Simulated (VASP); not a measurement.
Here is a VASP 6.6.1 calculation.

File INCAR:

```
SYSTEM = W
  PREC = Accurate
  ENCUT = 520
  EDIFF = 1E-6
  ISMEAR = 0
  SIGMA = 0.15
  LREAL = .False.
  LASPH = .True.
  NELM = 100
  ALGO = Fast
  ISIF = 2
  LWAVE = .False.
  LCHARG = .True.
  GGA = PS
  LELF = .True.
  LVHAR = .True.
  NBANDS = 13
```

Contents of KPOINTS:

```
Automatic mesh
0
Gamma
  26 26 26
  0 0 0
```

Contents of POSCAR:

```
W
1.0
    0.0000000000      2.0289807034      1.9989957669
    2.0289807034      0.0000000000      1.9989957669
    2.0289807034      2.0289807034      0.0000000000
W
1
Direct
    0.0000000000      0.0000000000      0.0000000000
```

Potentials or basis: VASP PAW PBE potentials, release 64 (W_sv).

The run is started by

```console
$ cat potpaw_PBE.64/W_sv/POTCAR > POTCAR
$ mpirun -np 1 vasp_std > vasp.out
```

**Question.** Estimate the band gap on the k mesh.

**Answer.** Zero (band 7 reaches 13.53 eV, above the bottom of band 8 at 9.76 eV).

**Question.** Predict the pressure.

**Answer.** -7.9 GPa.

Stress tensor (GPa, compression positive):
```
 -6.28   0.00   0.00
  0.00  -6.28   0.00
  0.00   0.00 -11.23
```

Caveat: the cell differs from its parent crystal (strain +0.015 along x and y, +0.000 along z); the PAW data sets were made with another functional, which shifts forces and pressure a little; spin-orbit coupling is left out, which moves the levels of the heavy elements.
